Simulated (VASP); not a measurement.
# Ga16P16H (a cell with a defect) in VASP: a series of runs

Runs on Ga16P16H (a cell with a defect). Level: PBE. Tasks: single point, relaxation of the atoms.

Program: VASP 6.6.1. These are calculated values, not measurements. Logs are shortened: lines on timing, memory, paths and dates and some standing lists are left out, and cuts for length are marked.

### 1 The cell of the first run

The cell holds a defect, 33 atoms: a = 9.535 Å, b = 9.535 Å, c = 9.535 Å, α = 109.47°, β = 109.47°, γ = 109.47°.

### 2 Single point, PBE (with an interstitial atom, then relaxed in part)

Input file INCAR:

```
ALGO     = Normal         # electronic algorithm
EDIFF    = 1E-6           # SCF threshold, eV
ENCUT    = 520            # plane-wave cutoff, eV
GGA      = PE             # functional
ISIF     = 2              # what is computed and relaxed
ISMEAR   = 0              # smearing method
LASPH    = True           # aspherical terms in the spheres
LCHARG   = False          # write CHGCAR
LREAL    = Auto         
LWAVE    = False          # write WAVECAR
NBANDS   = 166            # bands
NELECT   = 290.0        
NELM     = 80             # most SCF steps
PREC     = Accurate       # precision mode
SIGMA    = 0.01           # smearing width, eV
```

Input file KPOINTS:

```
k-points
0
Gamma
  1 1 1
```

Input file POSCAR:

```
Ga16P16H
1.0
    5.5051169748      5.5051169748     -5.5051169748
   -5.5051169748     -5.5051169748     -5.5051169748
   -5.5051169748      5.5051169748      5.5051169748
Ga P H
16 16 1
Direct
    0.2518483990      0.5000000000      0.2518483990
    0.5000000000      0.2500000000      0.2500000000
    0.7500000000      0.0000000000      0.2500000000
    0.7481516010      0.5000000000      0.7481516010
    0.0000000000      0.5000000000      0.4957701443
    0.2500000000      0.2500000000      0.5000000000
    0.5042298557      0.0042298557      0.5042298557
    0.7500000000      0.7500000000      0.5000000000
    1.0000000000      0.7518483990      0.2518483990
    0.4957701443      0.5000000000      0.0000000000
    0.7481516010      0.2481516010      0.0000000000
    0.0000000000      0.2481516010      0.7481516010
    0.2500000000      1.0000000000      0.7500000000
    0.5000000000      0.7500000000      0.7500000000
    0.0000000000     -0.0042298557      0.0000000000
    0.2518483990      0.7518483990      0.0000000000
    0.2423739220      0.5000000000      0.0000000000
    0.4995819667      0.2478182321      0.0000000000
    0.7478182321     -0.0004180333      0.0000000000
    0.7478182321      0.5000000000      0.4995819667
    0.0000000000      0.5000000000      0.2423739220
    0.2521817679      0.2517637347      0.2521817679
    0.5004180333      0.0004180333      0.2482362653
    0.7517637347      0.7521817679      0.2521817679
    0.0000000000      0.7423739220      0.0000000000
    0.4995819667      0.5000000000      0.7478182321
    0.7576260780      0.2576260780      0.7576260780
    0.0000000000      0.2478182321      0.4995819667
    0.2482362653      0.0004180333      0.5004180333
    0.5004180333      0.7482362653      0.5004180333
    0.0000000000     -0.0004180333      0.7478182321
    0.2521817679      0.7521817679      0.7517637347
    0.0000000000      0.5000000000      0.0000000000
```

Potentials or basis: VASP PAW PBE potentials, release 64 (Ga_d, P, H).

Started as:

```sh
$ cat potpaw_PBE.64/Ga_d/POTCAR potpaw_PBE.64/P/POTCAR potpaw_PBE.64/H/POTCAR > POTCAR
$ mpirun -np 1 vasp_gam > vasp.out
```

OUTCAR:

```text
EDIFF = 1E-6
   ENCUT = 520
   GGA = PE
   ISIF = 2
   ISMEAR = 0
   LASPH = True
   LREAL = Auto
   NELECT = 290.0
   NELM = 80
   PREC = Accurate

 ion  position               nearest neighbor table
   1  0.252  0.500  0.252-  22 2.37  30 2.37  17 2.37  21 2.37
   2  0.500  0.250  0.250-  23 2.38  20 2.38  18 2.38  22 2.38
   3  0.750  0.000  0.250-  23 2.38  28 2.38  19 2.38  24 2.38
   4  0.748  0.500  0.748-  20 2.37  26 2.37  25 2.37  27 2.37
   5  0.000  0.500  0.496-  21 2.42  20 2.42  28 2.42  32 2.42
   6  0.250  0.250  0.500-  29 2.38  28 2.38  26 2.38  22 2.38
[... 24 lines left out ...]
  31  0.000  1.000  0.748-  12 2.37   8 2.38  13 2.38  15 2.42
  32  0.252  0.752  0.752-  16 2.37  14 2.38  13 2.38   5 2.42
  33  0.000  0.500  0.000-

  LATTYP: Found a body centered cubic cell.
 ALAT       =    11.0102339496

  Lattice vectors:

 A1 = (   5.5051169748,   5.5051169748,  -5.5051169748)
 A2 = (  -5.5051169748,  -5.5051169748,  -5.5051169748)
 A3 = (  -5.5051169748,   5.5051169748,   5.5051169748)

Analysis of symmetry for initial positions (statically):
=====================================================================
 Subroutine PRICEL returns:
 Original cell was already a primitive cell.

 Routine SETGRP: Setting up the symmetry group for a
 body centered cubic supercell.

 Subroutine GETGRP returns: Found 24 space group operations
 (whereof  6 operations were pure point group operations)
 out of a pool of 48 trial point group operations.

The static configuration has the point symmetry C_3v.
 The point group associated with its full space group is T_d .

Analysis of symmetry for dynamics (positions and initial velocities):
=====================================================================
 Subroutine PRICEL returns:
 Original cell was already a primitive cell.

 Routine SETGRP: Setting up the symmetry group for a
 body centered cubic supercell.

 Subroutine GETGRP returns: Found 24 space group operations
 (whereof  6 operations were pure point group operations)
 out of a pool of 48 trial point group operations.

The dynamic configuration has the point symmetry C_3v.
 The point group associated with its full space group is T_d .

 Subroutine INISYM returns: Found 24 space group operations
 (whereof  6 operations are pure point group operations),
[... 135 lines left out ...]
   LREAL  =      T    real-space projection
   EDIFFG = 0.1E-04   stopping-criterion for IOM
   NSW    =      0    number of steps for IOM
   IBRION =     -1    ionic relax: 0-MD 1-quasi-New 2-CG
   NFREE  =      0    steps in history (QN), initial steepest desc. (CG)
   ISIF   =      2    stress and relaxation
   ISYM   =      2    0-nonsym 1-usesym 2-fastsym
   POTIM  = 0.5000    time-step for ionic-motion
   TEBEG  =    0.0;   TEEND  =   0.0 temperature during run
   PSTRESS=    0.0 pullay stress
   NELECT =     290.0000    total number of electrons
   NUPDOWN=      -1.0000    fix difference up-down
   EMIN   =  10.00;   EMAX   =-10.00  energy-range for DOS
   EFERMI =   0.00;   METHOD = LEGACY
   ISMEAR =     0;   SIGMA  =   0.01  broadening in eV -4-tet -1-fermi 0-gaus
   EFERMI_NEDOS =   21; number of points for ismear=-14 and -15
   IALGO  =     38    algorithm
   IMIX   =      4    mixing-type and parameters
     AMIX     =   0.40;   BMIX     =  1.00
     AMIX_MAG =   1.60;   BMIX_MAG =  1.00
  volume/ion in A,a.u.               =      20.22       136.47
  Fermi-wavevector in a.u.,A,eV,Ry     =   1.239998  2.343256 20.920247  1.537595
  Thomas-Fermi vector in A             =   2.374457
   LORBIT       =      0    0 simple, 1 ext, 2 COOP (PROOUT), +10 PAW based schemes
   GGA     = PE    functional components
   LHFCALC =     F    Hartree Fock is set to
   AEXX    =    0.0000 exact exchange contribution
   IVDW    =     0    specifies the selected vdW correction
   LEPSILON=     F    determine dielectric tensor
   LRPA    =     F    only Hartree local field effects (RPA)
 non-spin polarized calculation
 Gauss-broadening in eV      SIGMA  =   0.01
  energy-cutoff  :      520.00
  volume of cell :      667.36
 maximum number of plane-waves:      8979
 NGX is ok and might be reduce to    70
   NGX = 35   NGY = 35   NGZ = 35

 number of electron     290.0000079 magnetization

 Free energy of the ion-electron system (eV)
  ---------------------------------------------------
  ext. energy  EPLUGINS =         0.00000000
  ---------------------------------------------------
  free energy    TOTEN  =      -138.93217081 eV

  energy without entropy =     -138.93217081  energy(sigma->0) =     -138.93217081

 E-fermi :   4.7905     XC(G=0):  -9.7384

 val. band max:        4.6895913403   @ k =   0.0000   0.0000   0.0000
 cond. band min:       5.9752660347   @ k =   0.0000   0.0000   0.0000
 fundamental gap:      1.2856746944
 Fermi energy:         4.7904618566

 k-point     1 :       0.0000    0.0000    0.0000
  band No.  band energies     occupation
      1     -10.2587      2.00000
      2     -10.2587      2.00000
      3     -10.2587      2.00000
      4     -10.2410      2.00000
      5     -10.2410      2.00000
      6     -10.2410      2.00000
[... 149 lines left out ...]
    156       7.4445      0.00000
    157       7.4445      0.00000
 [bands above 157 left out]

------------------------ aborting loop because EDIFF is reached ----------------------------------------

  FORCE on cell =-STRESS in cart. coord.  units (eV):
  Direction    XX          YY          ZZ          XY          YZ          ZX
  --------------------------------------------------------------------------------------
  -------------------------------------------------------------------------------------
  Total       11.4847313     11.4847313     11.4847313     -0.0000000      0.0000000      0.0000000
  in kB       27.5722227     27.5722227     27.5722227     -0.0000000      0.0000000      0.0000000
  external PRESSURE =      27.5722227 kB  Pullay stress =       0.0000000 kB

 VOLUME and BASIS-vectors are now :
 -----------------------------------------------------------------------------
  energy-cutoff  :      520.00
  volume of cell :      667.36
      direct lattice vectors                 reciprocal lattice vectors
     5.505116975  5.505116975 -5.505116975     0.000000000  0.090824591 -0.090824591
    -5.505116975 -5.505116975 -5.505116975    -0.090824591  0.000000000 -0.090824591
    -5.505116975  5.505116975  5.505116975    -0.090824591  0.090824591  0.000000000

 POSITION                                       TOTAL-FORCE (eV/Angst)
 -----------------------------------------------------------------------------------
     -2.75256      0.02035     -2.75256        -0.000000      0.011941      0.000000
      0.00000      2.75256     -2.75256        -0.000000      0.000000      0.000000
      2.75256      5.50512     -2.75256        -0.000000      0.000000      0.000000
     -2.75256      5.48477     -2.75256        -0.000000     -0.011941      0.000000
     -5.48183     -0.02329     -0.02329         0.003315     -0.003315     -0.003315
     -2.75256      2.75256      0.00000        -0.000000      0.000000      0.000000
[... 25 lines left out ...]
     -6.89111      1.38599     -1.39059        -0.006862      0.006862     -0.002620
     -2.75256     -2.75256     -2.75256        -0.000000      0.000000      0.000000
 -----------------------------------------------------------------------------------
    total drift:                               -0.000062      0.000062     -0.000064

  FREE ENERGIE OF THE ION-ELECTRON SYSTEM (eV)
  ---------------------------------------------------
  free  energy   TOTEN  =      -138.9321708123 eV

  energy  without entropy=     -138.9321708123  energy(sigma->0) =     -138.93217081
```

OSZICAR:

```text
N       E                     dE             d eps       ncg     rms          rms(c)
DAV:   1     0.501404915501E+04    0.50140E+04   -0.12215E+05   372   0.302E+03
DAV:   2     0.121016360895E+04   -0.38039E+04   -0.36575E+04   332   0.883E+02
DAV:   3     0.202705199466E+02   -0.11899E+04   -0.11344E+04   418   0.285E+02
DAV:   4    -0.133556456716E+03   -0.15383E+03   -0.14905E+03   408   0.965E+01
DAV:   5    -0.143758381416E+03   -0.10202E+02   -0.10129E+02   440   0.265E+01    0.179E+01
DAV:   6    -0.139326194970E+03    0.44322E+01   -0.13641E+01   464   0.178E+01    0.102E+01
DAV:   7    -0.138903575835E+03    0.42262E+00   -0.61425E+00   440   0.759E+00    0.391E+00
DAV:   8    -0.138906197749E+03   -0.26219E-02   -0.88153E-01   376   0.644E+00    0.120E+00
DAV:   9    -0.138925275352E+03   -0.19078E-01   -0.19147E-01   380   0.368E+00    0.282E-01
DAV:  10    -0.138928505102E+03   -0.32298E-02   -0.43923E-02   448   0.141E+00    0.193E-01
DAV:  11    -0.138931095100E+03   -0.25900E-02   -0.14772E-02   368   0.671E-01    0.103E-01
DAV:  12    -0.138931923884E+03   -0.82878E-03   -0.34502E-03   384   0.843E-01    0.370E-02
DAV:  13    -0.138932149266E+03   -0.22538E-03   -0.17309E-03   512   0.197E-01    0.297E-02
DAV:  14    -0.138932163382E+03   -0.14117E-04   -0.12562E-04   384   0.509E-02    0.176E-02
DAV:  15    -0.138932170006E+03   -0.66241E-05   -0.34537E-05   410   0.486E-02    0.650E-03
DAV:  16    -0.138932170812E+03   -0.80614E-06   -0.50556E-06   304   0.159E-02
   1 F= -.13893217E+03 E0= -.13893217E+03  d E =-.365229E-46
```

stdout:

```text
POSCAR found type information on POSCAR GaP H
 POSCAR found :  3 types and      33 ions
 scaLAPACK will be used
 LDA part: xc-table for (Slater+PW92), standard interpolation
 POSCAR, INCAR and KPOINTS ok, starting setup
 FFT: planning ... GRIDC
 FFT: planning ... GRID_SOFT
 FFT: planning ... GRID
 WAVECAR not read
 entering main loop
 the old and the new charge density differ
 old charge density:   289.00000 new  290.00001
    0.179E+01
```

Wall time 8 min (1 thread of Intel Xeon 8259CL, shared host); peak memory 0.75 GiB.

Results:

```
Free energy   : -138.9322 eV
Largest force : 0.012 eV/Å
```

Forces in eV/Å, atoms in the order of the input:
```
Ga   0.000  0.012  0.000
Ga   0.000  0.000  0.000
Ga   0.000  0.000  0.000
Ga   0.000 -0.012  0.000
Ga   0.003 -0.003 -0.003
Ga   0.000  0.000  0.000
Ga  -0.003  0.003 -0.003
Ga   0.000  0.000  0.000
Ga  -0.012  0.000  0.000
Ga  -0.003 -0.003  0.003
Ga   0.000  0.000  0.012
Ga   0.012  0.000  0.000
Ga   0.000  0.000  0.000
Ga   0.000  0.000  0.000
Ga   0.003  0.003  0.003
Ga   0.000  0.000 -0.012
P    0.002  0.002 -0.002
P    0.007  0.007  0.003
P   -0.007 -0.007  0.003
P   -0.007 -0.003  0.007
P   -0.002  0.002  0.002
P   -0.007  0.003 -0.007
P    0.007 -0.007 -0.003
P   -0.003  0.007 -0.007
P   -0.002 -0.002 -0.002
P    0.007 -0.003 -0.007
P    0.002 -0.002  0.002
P    0.003  0.007  0.007
P   -0.003 -0.007  0.007
P    0.007  0.003  0.007
P    0.003 -0.007 -0.007
P   -0.007  0.007 -0.003
H    0.000  0.000  0.000
```

Levels at points of the mesh, in eV from the Fermi level:
```csv
k point,band 142,band 143,band 144,band 145,band 146,band 147,band 148,band 149
"(0.00, 0.00, 0.00)",-0.37,-0.37,-0.37,-0.10,1.18,1.28,1.28,1.28
```

Caveat: the k points lie up to 0.81 Å⁻¹ apart, too coarse for converged energies, forces and pressures; the cell carries a net charge on a neutralising background, which shifts energy and pressure; the cell differs from its parent crystal (with an interstitial atom, then relaxed in part); the cell is charged against a uniform background, so pressure and absolute levels hang on convention.

(Continued in part 2 of 2.)
